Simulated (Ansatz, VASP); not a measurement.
**Y in VASP and in Ansatz**

INCAR

```
SYSTEM = Y
PREC = Accurate ; ENCUT = 600
EDIFF = 1E-6 ; ISMEAR = 0
SIGMA = 0.1 ; LREAL = .False.
LASPH = .True. ; NELM = 60
ALGO = Normal ; ISIF = 3
LWAVE = .False. ; LCHARG = .False.
GGA = PS ; IBRION = 2
NSW = 80 ; EDIFFG = -0.01
```

The input KPOINTS:

```
Automatic mesh
0
Gamma
  14 14 14
  0 0 0
```

The input POSCAR:

```
Y
1.0
    0.0000000000      2.4886819648      2.4886819648
    2.4886819648      0.0000000000      2.4886819648
    2.4886819648      2.4886819648      0.0000000000
Y
1
Direct
    0.0000000000      0.0000000000      0.0000000000
```

Input for Ansatz:

```yaml
crystal:
  lattice:
    - [0.0, 2.4886819648, 2.4886819648]
    - [2.4886819648, 0.0, 2.4886819648]
    - [2.4886819648, 2.4886819648, 0.0]
  atoms:
    - { symbol: "Y", position: [0.0, 0.0, 0.0] }
basis:
  ecutwfc: 420
kpoints:
  mp_grid: { grid: [14, 14, 14] }
hamiltonian:
  xc: pbesol
scf:
  occupations: { method: gaussian, width: 0.1 }
output:
  forces: true
  stress: true
  eigenvalues: true
  write_density: true
  write_potential: true
  elf: true
  volumetric_format: npy
relax:
  adjacent_minimum: "off"
  f_tol: 0.01
  max_steps: 60
  cell: { stress_tol: 0.1 }
```

Alike in both runs: task relaxation of cell and atoms; functional PBEsol; k mesh 14 × 14 × 14; occupations gaussian, width 0.1 eV; no spin polarisation.

|  | VASP | Ansatz |
| --- | --- | --- |
| version | VASP 6.6.1 | Ansatz 0.2.0 |
| potentials or method | VASP PAW PBE potentials, release 64 (Y_sv), cutoff 600 eV | scalar-relativistic, plane waves, PAW |
| valence electrons in the cell | 11 | 11 |

Ansatz gave:

* gap on the k mesh at the Fermi level, each at its own relaxed structure (eV): none
* relaxed volume (Å³/atom): 30.83
* relaxed cell length with the largest relative difference (Å): 3.520

Problem. Which values does VASP return?

Solution. gap on the k mesh at the Fermi level, each at its own relaxed structure (eV): none; relaxed volume (Å³/atom): 30.74; relaxed cell length with the largest relative difference (Å): 3.516.

VASP's potentials were made for PBE, not for PBEsol. A gap of «none» marks a metal or a gap that the smearing closes.
